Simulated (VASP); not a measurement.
# Zn2SiN3 (P6/mmm) in VASP: notebook, part 2 of 2

VASP 6.6.1.

## (3) Single point, PBE

This run uses another cell than the first one, of 13.71 Å³/atom, 1.170 times its volume.

Contents of INCAR:

```
ALGO = Normal
EDIFF = 1E-6
ENCUT = 520
GGA = PE
ISIF = 2
ISMEAR = 0
LASPH = T
LCHARG = F
LREAL = F
LWAVE = F
NBANDS = 30
NELM = 80
PREC = Accurate
SIGMA = 0.1
```

Contents of KPOINTS:

```
k-points
0
Gamma
  6 6 4
```

Contents of POSCAR:

```
Zn2SiN3
1.0
    4.8664125000      0.0000000000      0.0000000000
   -2.4332062500      4.2144368500      0.0000000000
    0.0000000000      0.0000000000      4.0098704900
Zn Si N
2 1 3
Direct
    0.3333333300      0.6666666700      0.0000000000
    0.6666666700      0.3333333300      0.0000000000
    0.0000000000      0.0000000000      0.0000000000
    0.5000000000      0.0000000000      0.5000000000
    0.0000000000      0.5000000000      0.5000000000
    0.5000000000      0.5000000000      0.5000000000
```

Potentials or basis: VASP PAW PBE potentials, release 64 (Zn, Si, N).

Started as:

```
> cat potpaw_PBE.64/Zn/POTCAR potpaw_PBE.64/Si/POTCAR potpaw_PBE.64/N/POTCAR > POTCAR
> mpirun -np 1 vasp_std > vasp.out
```

OUTCAR:

```text
EDIFF = 1E-6
   ENCUT = 520
   GGA = PE
   ISIF = 2
   ISMEAR = 0
   LASPH = T
   LREAL = F
   NELM = 80
   PREC = Accurate

 ion  position               nearest neighbor table
   1  0.333  0.667  0.000-   2 2.81   3 2.81   2 2.81   3 2.81   3 2.81   2 2.81
   2  0.667  0.333  0.000-   1 2.81   3 2.81   1 2.81   3 2.81   3 2.81   1 2.81
   3  0.000  0.000  0.000-   1 2.81   2 2.81   1 2.81   2 2.81   2 2.81   1 2.81
   4  0.500  0.000  0.500-
   5  0.000  0.500  0.500-
   6  0.500  0.500  0.500-

  LATTYP: Found a hexagonal cell.
 ALAT       =     4.8664125000
 C/A-ratio  =     0.8239890248

  Lattice vectors:

 A1 = (   4.8664125000,   0.0000000000,   0.0000000000)
 A2 = (  -2.4332062500,   4.2144368500,   0.0000000000)
 A3 = (   0.0000000000,   0.0000000000,   4.0098704900)

Analysis of symmetry for initial positions (statically):
=====================================================================
 Subroutine PRICEL returns:
 Original cell was already a primitive cell.

 Routine SETGRP: Setting up the symmetry group for a
 hexagonal supercell.

 Subroutine GETGRP returns: Found 24 space group operations
 (whereof 24 operations were pure point group operations)
 out of a pool of 24 trial point group operations.

The static configuration has the point symmetry D_6h.

Analysis of symmetry for dynamics (positions and initial velocities):
=====================================================================
 Subroutine PRICEL returns:
 Original cell was already a primitive cell.

 Routine SETGRP: Setting up the symmetry group for a
 hexagonal supercell.

 Subroutine GETGRP returns: Found 24 space group operations
 (whereof 24 operations were pure point group operations)
 out of a pool of 24 trial point group operations.

The dynamic configuration has the point symmetry D_6h.

 Subroutine INISYM returns: Found 24 space group operations
 (whereof 24 operations are pure point group operations),
 and found     1 'primitive' translations

----------------------------------------------------------------------------------------

                                     Primitive cell

  volume of cell :      82.2392

  direct lattice vectors                    reciprocal lattice vectors
     4.866412500  0.000000000  0.000000000     0.205490184  0.118639813  0.000000000
    -2.433206250  4.214436850  0.000000000     0.000000000  0.237279626  0.000000000
     0.000000000  0.000000000  4.009870490     0.000000000  0.000000000  0.249384613

  length of vectors
     4.866412500  4.866412500  4.009870490     0.237279626  0.237279626  0.249384613

  position of ions in fractional coordinates (direct lattice)
     0.333333330  0.666666670  0.000000000
     0.666666670  0.333333330  0.000000000
     0.000000000  0.000000000  0.000000000
     0.500000000  0.000000000  0.500000000
     0.000000000  0.500000000  0.500000000
     0.500000000  0.500000000  0.500000000

  ion indices of the primitive-cell ions
   primitive index   ion index
                 1           1
[... 25 lines left out ...]
     0.000000000  0.000000000  0.000000000

 Subroutine IBZKPT returns following result:
 ===========================================

 Found     21 irreducible k-points:

 Following reciprocal coordinates:
            Coordinates               Weight
  0.000000  0.000000  0.000000      1.000000
  0.166667  0.000000  0.000000      6.000000
  0.333333  0.000000  0.000000      6.000000
  0.500000  0.000000  0.000000      3.000000
  0.166667  0.166667  0.000000      6.000000
  0.333333  0.166667  0.000000     12.000000
[... 13 lines left out ...]
  0.333333  0.166667  0.500000     12.000000
  0.333333  0.333333  0.500000      2.000000
   k-points           NKPTS =     21   k-points in BZ     NKDIM =     21   number of bands    NBANDS=     30
   number of dos      NEDOS =    301   number of ions     NIONS =      6
   total plane-waves  NPLWV =  38880
   dimension x,y,z NGX =    36 NGY =   36 NGZ =   30
   dimension x,y,z NGXF=    72 NGYF=   72 NGZF=   60
   ions per type =               2   1   3
   NGX,Y,Z   is equivalent  to a cutoff of  12.30, 12.30, 12.44 a.u.
   NGXF,Y,Z  is equivalent  to a cutoff of  24.60, 24.60, 24.88 a.u.
 SYSTEM =  unknown system
   PREC   = accura    normal or accurate (medium, high low for compatibility)
   ISTART =      0    job   : 0-new  1-cont  2-samecut
   ICHARG =      2    charge: 1-file 2-atom 10-const
   ISPIN  =      1    spin polarized calculation?
   LNONCOLLINEAR =      F non collinear calculations
   LSORBIT =      F    spin-orbit coupling
   LASPH  =      T    aspherical Exc in radial PAW
   ENCUT  =  520.0 eV  38.22 Ry    6.18 a.u.   9.05  9.05  7.46*2*pi/ulx,y,z
   NELM   =     80;   NELMIN=  2; NELMDL= -5     # of ELM steps
   EDIFF  = 0.1E-05   stopping-criterion for ELM
   LREAL  =      F    real-space projection
   EDIFFG = 0.1E-04   stopping-criterion for IOM
   NSW    =      0    number of steps for IOM
   IBRION =     -1    ionic relax: 0-MD 1-quasi-New 2-CG
   NFREE  =      0    steps in history (QN), initial steepest desc. (CG)
   ISIF   =      2    stress and relaxation
   ISYM   =      2    0-nonsym 1-usesym 2-fastsym
   POTIM  = 0.5000    time-step for ionic-motion
   TEBEG  =    0.0;   TEEND  =   0.0 temperature during run
   PSTRESS=    0.0 pullay stress
   NELECT =      43.0000    total number of electrons
   NUPDOWN=      -1.0000    fix difference up-down
   EMIN   =  10.00;   EMAX   =-10.00  energy-range for DOS
   EFERMI =   0.00;   METHOD = LEGACY
   ISMEAR =     0;   SIGMA  =   0.10  broadening in eV -4-tet -1-fermi 0-gaus
   EFERMI_NEDOS =   21; number of points for ismear=-14 and -15
   IALGO  =     38    algorithm
   IMIX   =      4    mixing-type and parameters
     AMIX     =   0.40;   BMIX     =  1.00
     AMIX_MAG =   1.60;   BMIX_MAG =  1.00
  volume/ion in A,a.u.               =      13.71        92.50
  Fermi-wavevector in a.u.,A,eV,Ry     =   1.318878  2.492319 23.666516  1.739440
  Thomas-Fermi vector in A             =   2.448817
   LORBIT       =      0    0 simple, 1 ext, 2 COOP (PROOUT), +10 PAW based schemes
   GGA     = PE    functional components
   LHFCALC =     F    Hartree Fock is set to
   AEXX    =    0.0000 exact exchange contribution
   IVDW    =     0    specifies the selected vdW correction
   LEPSILON=     F    determine dielectric tensor
   LRPA    =     F    only Hartree local field effects (RPA)
 non-spin polarized calculation
 Gauss-broadening in eV      SIGMA  =   0.10
  energy-cutoff  :      520.00
  volume of cell :       82.24
 maximum number of plane-waves:      2232
   NGX = 19   NGY = 19   NGZ = 15

 number of electron      43.0000046 magnetization

 Free energy of the ion-electron system (eV)
  ---------------------------------------------------
  ext. energy  EPLUGINS =         0.00000000
  ---------------------------------------------------
  free energy    TOTEN  =       -21.01897042 eV

  energy without entropy =      -21.00669225  energy(sigma->0) =      -21.01283134

 E-fermi :   3.2903     XC(G=0): -10.7377

 val. band max:        3.2736159050   @ k =   0.1667   0.1667   0.5000
 cond. band min:       3.3515686749   @ k =   0.1667   0.0000   0.5000
 fundamental gap:      0.0779527698
 Fermi energy:         3.2902737212

 k-point     1 :       0.0000    0.0000    0.0000
  band No.  band energies     occupation
      1     -11.9367      2.00000
      2      -8.7356      2.00000
      3      -8.7356      2.00000
      4      -5.0071      2.00000
      5      -3.9801      2.00000
      6      -3.8556      2.00000
[... 682 lines left out ...]
     29       9.9042      0.00000
     30      11.7093      0.00000

------------------------ aborting loop because EDIFF is reached ----------------------------------------

  FORCE on cell =-STRESS in cart. coord.  units (eV):
  Direction    XX          YY          ZZ          XY          YZ          ZX
  --------------------------------------------------------------------------------------
  -------------------------------------------------------------------------------------
  Total       -4.7985996     -4.7985996    -12.8232821      0.0000000      0.0000000      0.0000000
  in kB      -93.4859351    -93.4859351   -249.8221614      0.0000000      0.0000000      0.0000000
  external PRESSURE =    -145.5980105 kB  Pullay stress =       0.0000000 kB

 VOLUME and BASIS-vectors are now :
 -----------------------------------------------------------------------------
  energy-cutoff  :      520.00
  volume of cell :       82.24
      direct lattice vectors                 reciprocal lattice vectors
     4.866412500  0.000000000  0.000000000     0.205490184  0.118639813  0.000000000
    -2.433206250  4.214436850  0.000000000     0.000000000  0.237279626  0.000000000
     0.000000000  0.000000000  4.009870490     0.000000000  0.000000000  0.249384613

 POSITION                                       TOTAL-FORCE (eV/Angst)
 -----------------------------------------------------------------------------------
     -0.00000      2.80962      0.00000        -0.000000     -0.000000      0.000000
      2.43321      1.40481      0.00000         0.000000     -0.000000     -0.000000
      0.00000      0.00000      0.00000        -0.000000      0.000000      0.000000
      2.43321      0.00000      2.00494        -0.000000      0.000000      0.000000
     -1.21660      2.10722      2.00494        -0.000000      0.000000      0.000000
      1.21660      2.10722      2.00494        -0.000000      0.000000      0.000000
 -----------------------------------------------------------------------------------
    total drift:                                0.000000      0.000000      0.000000

  FREE ENERGIE OF THE ION-ELECTRON SYSTEM (eV)
  ---------------------------------------------------
  free  energy   TOTEN  =       -21.0189704249 eV

  energy  without entropy=      -21.0066922511  energy(sigma->0) =      -21.01283134
```

Run time: 31 s. Hardware: 1 thread of AMD EPYC 9R14 (Zen 4), shared host; peak memory 0.17 GiB.

Results:

| Item | Value |
| --- | --- |
| Free energy | -21.0190 eV |
| Pressure | -14.6 GPa |

Stress tensor (GPa, compression positive):
```
 -9.35   0.00   0.00
  0.00  -9.35   0.00
  0.00   0.00 -24.98
```

Levels at points of the mesh, in eV from the Fermi level:
| k point | band 18 | band 19 | band 20 | band 21 | band 22 | band 23 | band 24 | band 25 | band 26 | band 27 |
| --- | --- | --- | --- | --- | --- | --- | --- | --- | --- | --- |
| (0.00, 0.00, 0.00) | -3.59 | -0.59 | -0.59 | -0.38 | 1.12 | 1.12 | 1.33 | 1.98 | 1.98 | 2.68 |
| (0.50, 0.00, 0.00) | -2.48 | -2.09 | -0.91 | -0.90 | -0.89 | -0.64 | 0.46 | 1.20 | 1.77 | 2.01 |
| (0.00, 0.00, 0.50) | -2.79 | -2.54 | -2.54 | -0.41 | -0.41 | -0.07 | 1.36 | 1.95 | 1.95 | 2.06 |
| (0.50, 0.00, 0.50) | -3.10 | -2.22 | -1.17 | -1.04 | -0.55 | 1.09 | 1.61 | 1.85 | 2.01 | 3.04 |

Caveat: the k points lie up to 0.39 Å⁻¹ apart.

## (4) Single point, PBE

This run uses another cell than the first one, of 11.65 Å³/atom, 0.995 times its volume.

Contents of INCAR:

```
PREC = Accurate ; ENCUT = 520
EDIFF = 1E-6 ; ISMEAR = 0
SIGMA = 0.1 ; LREAL = False
LASPH = True ; NELM = 100
ALGO = Normal ; ISIF = 2
LWAVE = False ; LCHARG = False
GGA = PE ; NBANDS = 30
```

Contents of KPOINTS:

```
Automatic mesh
0
Gamma
  6 6 6
```

Contents of POSCAR:

```
Zn2SiN3
1.0
    5.2697872898      0.0000000000      0.0000000000
   -2.6348936449      4.5637696656      0.0000000000
    0.0000000000      0.0000000000      2.9069219832
Zn Si N
2 1 3
Direct
    0.3333333333      0.6666666667      0.0000000000
    0.6666666667      0.3333333333      0.0000000000
    0.0000000000      0.0000000000      0.0000000000
    0.5000000000      0.0000000000      0.5000000000
    0.0000000000      0.5000000000      0.5000000000
    0.5000000000      0.5000000000      0.5000000000
```

Potentials or basis: VASP PAW PBE potentials, release 64 (Zn, Si, N).

Started as:

```
> cat potpaw_PBE.64/Zn/POTCAR potpaw_PBE.64/Si/POTCAR potpaw_PBE.64/N/POTCAR > POTCAR
> mpirun -np 1 vasp_std > vasp.out
```

OUTCAR:

```text
PREC = Accurate
   ENCUT = 520
   EDIFF = 1E-6
   ISMEAR = 0
   LREAL = False
   LASPH = True
   NELM = 100
   ISIF = 2
   GGA = PE

 ion  position               nearest neighbor table
   1  0.333  0.667  0.000-   5 2.10   5 2.10   4 2.10   4 2.10   6 2.10   6 2.10   3 3.04   2 3.04
                             2 3.04   3 3.04   3 3.04   2 3.04
   2  0.667  0.333  0.000-   5 2.10   5 2.10   4 2.10   4 2.10   6 2.10   6 2.10   1 3.04   3 3.04
                             1 3.04   3 3.04   3 3.04   1 3.04
   3  0.000  0.000  0.000-   1 3.04   2 3.04   2 3.04   1 3.04   2 3.04   1 3.04
   4  0.500  0.000  0.500-   1 2.10   2 2.10   1 2.10   2 2.10
   5  0.000  0.500  0.500-   1 2.10   2 2.10   1 2.10   2 2.10
   6  0.500  0.500  0.500-   1 2.10   2 2.10   1 2.10   2 2.10

  LATTYP: Found a hexagonal cell.
 ALAT       =     5.2697872898
 C/A-ratio  =     0.5516203640

  Lattice vectors:

 A1 = (   5.2697872898,   0.0000000000,   0.0000000000)
 A2 = (  -2.6348936449,   4.5637696656,   0.0000000000)
 A3 = (   0.0000000000,   0.0000000000,   2.9069219832)

Analysis of symmetry for initial positions (statically):
=====================================================================
[... 178 lines left out ...]

  energy without entropy =      -23.89858343  energy(sigma->0) =      -23.90676435

 E-fermi :   4.3622     XC(G=0): -11.4496

 val. band max:        4.3604125072   @ k =   0.3333   0.0000   0.5000
 cond. band min:       4.4075651809   @ k =   0.1667   0.1667   0.5000
 fundamental gap:      0.0471526736
 Fermi energy:         4.3621573971

 k-point     1 :       0.0000    0.0000    0.0000
  band No.  band energies     occupation
      1     -11.6915      2.00000
      2      -8.9946      2.00000
      3      -8.9946      2.00000
      4      -4.0793      2.00000
      5      -3.4772      2.00000
      6      -2.5170      2.00000
[... 781 lines left out ...]
     29      12.3793      0.00000
     30      12.4869      0.00000

 [... further k-points ...]
[... 5 lines left out ...]
  --------------------------------------------------------------------------------------
  -------------------------------------------------------------------------------------
  Total        0.2059180      0.2059180      0.5757866      0.0000000     -0.0000000      0.0000000
  in kB        4.7190506      4.7190506     13.1953820      0.0000000     -0.0000000      0.0000000
  external PRESSURE =       7.5444944 kB  Pullay stress =       0.0000000 kB

 VOLUME and BASIS-vectors are now :
 -----------------------------------------------------------------------------
  energy-cutoff  :      520.00
  volume of cell :       69.91
      direct lattice vectors                 reciprocal lattice vectors
     5.269787290  0.000000000  0.000000000     0.189760980  0.109558553  0.000000000
    -2.634893645  4.563769666  0.000000000     0.000000000  0.219117106  0.000000000
     0.000000000  0.000000000  2.906921983     0.000000000  0.000000000  0.344006480

 POSITION                                       TOTAL-FORCE (eV/Angst)
 -----------------------------------------------------------------------------------
     -0.00000      3.04251      0.00000        -0.000000      0.000000      0.000000
      2.63489      1.52126      0.00000         0.000000      0.000000     -0.000000
      0.00000      0.00000      0.00000         0.000000      0.000000     -0.000000
      2.63489      0.00000      1.45346         0.000000      0.000000     -0.000000
     -1.31745      2.28188      1.45346         0.000000      0.000000     -0.000000
      1.31745      2.28188      1.45346         0.000000      0.000000     -0.000000
 -----------------------------------------------------------------------------------
    total drift:                                0.000000     -0.000000      0.000000

  FREE ENERGIE OF THE ION-ELECTRON SYSTEM (eV)
  ---------------------------------------------------
  free  energy   TOTEN  =       -23.9149452631 eV

  energy  without entropy=      -23.8985834308  energy(sigma->0) =      -23.90676435
```

stdout:

```text
POSCAR found type information on POSCAR ZnSiN
 POSCAR found :  3 types and       6 ions
 scaLAPACK will be used
 LDA part: xc-table for (Slater+PW92), standard interpolation
 POSCAR, INCAR and KPOINTS ok, starting setup
 FFT: planning ... GRIDC
 FFT: planning ... GRID_SOFT
 FFT: planning ... GRID
 WAVECAR not read
 entering main loop
```

Wall time 42 s (1 thread of AMD EPYC 9R14 (Zen 4), shared host); peak memory 0.17 GiB.

What came out:

| Quantity | Value |
| --- | --- |
| Free energy | -23.9149 eV |
| Pressure | 0.8 GPa |

Caveat: the k points lie up to 0.36 Å⁻¹ apart.

## (5) The runs side by side

```csv
cell,k mesh,gap on the mesh (eV),pressure (GPa)
"a = 5.426, b = 5.426, c = 2.756 Å, angles 90.0, 90.0, 120.0°, 6 atoms",6 × 6 × 4,none,0.8
"a = 4.866, b = 4.866, c = 4.010 Å, angles 90.0, 90.0, 120.0°, 6 atoms",6 × 6 × 4,none,-14.6
"a = 5.270, b = 5.270, c = 2.907 Å, angles 90.0, 90.0, 120.0°, 6 atoms",6 × 6 × 6,none,0.8
```

Alike in all rows: task single point; level PBE; potentials or basis VASP PAW PBE potentials, release 64 (Zn, Si, N); no spin polarisation; cutoff (eV) 520; smearing gaussian 0.1 eV.

Caveats: all runs use coarse meshes.

Total energies depend on the potentials used, so only differences within one code and one set of settings carry meaning.
